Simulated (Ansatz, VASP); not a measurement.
# One calculation of AlCo3, two programs

```
Al Co
1.0
     3.62199    0.00000    0.00000
     0.00000    3.62199    0.00000
     0.00000    0.00000    3.62199
Al Co
1 3
Direct
  0.00000 0.00000 0.00000
  0.50000 0.50000 0.00000
  0.50000 0.00000 0.50000
  0.00000 0.50000 0.50000
```

Alike in both runs: task single point; functional r2SCAN; k mesh 12 × 12 × 12; occupations gaussian, width 0.1 eV; collinear spin.

```csv
,VASP,Ansatz
version,VASP 6.6.1,Ansatz 0.2.0
potentials or method,"VASP PAW PBE potentials, release 64 (Al, Co), cutoff 520 eV","scalar-relativistic, plane waves, PAW"
valence electrons in the cell,30,54
```

```csv
,VASP,Ansatz,Ansatz less VASP
gap on the k mesh at the Fermi level (eV),none,none,-
pressure (GPa),-4.5,-7.5,-3.02
net moment per atom (μB),1.17,1.17,0.000
size of the moment on the site where the two differ most (μB),0.03,0.12,+0.087
```

VASP's potentials were made for PBE, not for r2SCAN. Site moments also hang on the region over which each program counts them. A gap of «none» marks a metal or a gap that the smearing closes. VASP's potentials hold 30 valence electrons a cell and Ansatz's 54, so a difference there can come from the potentials and not from the codes. Ansatz's warnings: lower free energy seen, stability check not made.
